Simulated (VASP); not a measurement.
Write the native input for VASP 6.6.1 that does the following.

- Task: single point
- Functional: PBE
- Potentials or basis: VASP PAW PBE potentials, release 64 (In_d, Se)
- Cutoff: 520 eV
- k mesh: 10 × 10 × 4
- Occupations: tetrahedron
- Spin: no spin polarisation
- Dipole correction: no
- Further INCAR settings: ALGO = Normal; EDIFF = 1e-06; NBANDS = 34

The structure of InSe2 lies in POSCAR:

```
InSe2
1.0
    3.8948930000      0.0000000000      0.0000000000
    0.0000000000      3.8948930000      0.0000000000
    0.0000000000      0.0000000000      9.6262310000
In Se
2 4
Direct
    0.0000000000      0.5000000000      0.7064680000
    0.5000000000      0.0000000000      0.2935320000
    0.0000000000      0.5000000000      0.3662120000
    0.5000000000      0.0000000000      0.6337880000
    0.0000000000      0.0000000000      0.0000000000
    0.5000000000      0.5000000000      0.0000000000
```

These files were run (other wordings do the same):

INCAR

```
PREC = Accurate
ENCUT = 520
EDIFF = 1E-6
ISMEAR = -5
SIGMA = 0.1
LREAL = F
LASPH = T
NELM = 100
ALGO = Normal
ISIF = 2
LWAVE = F
LCHARG = F
GGA = PE
NBANDS = 34
```

KPOINTS

```
regular mesh
0
Gamma
  10 10 4
```

Potentials or basis: VASP PAW PBE potentials, release 64 (In_d, Se).

Command:

```console
$ cat potpaw_PBE.64/In_d/POTCAR potpaw_PBE.64/Se/POTCAR > POTCAR
$ mpirun -np 1 vasp_std > vasp.out
```

It gave:

- Pressure: -0.2 GPa
- Largest force: 0.106 eV/Å
- Band gap on the k mesh: zero (bands 25 and 26 overlap by 2.11 eV)

Caveat: spin-orbit coupling is left out, which moves the levels of the heavy elements; tetrahedron occupations give inexact forces and stress in metals.

Run time: 8.9 min on 1 thread of Intel Xeon 8259CL, with other jobs on the host, peak memory 0.37 GiB.
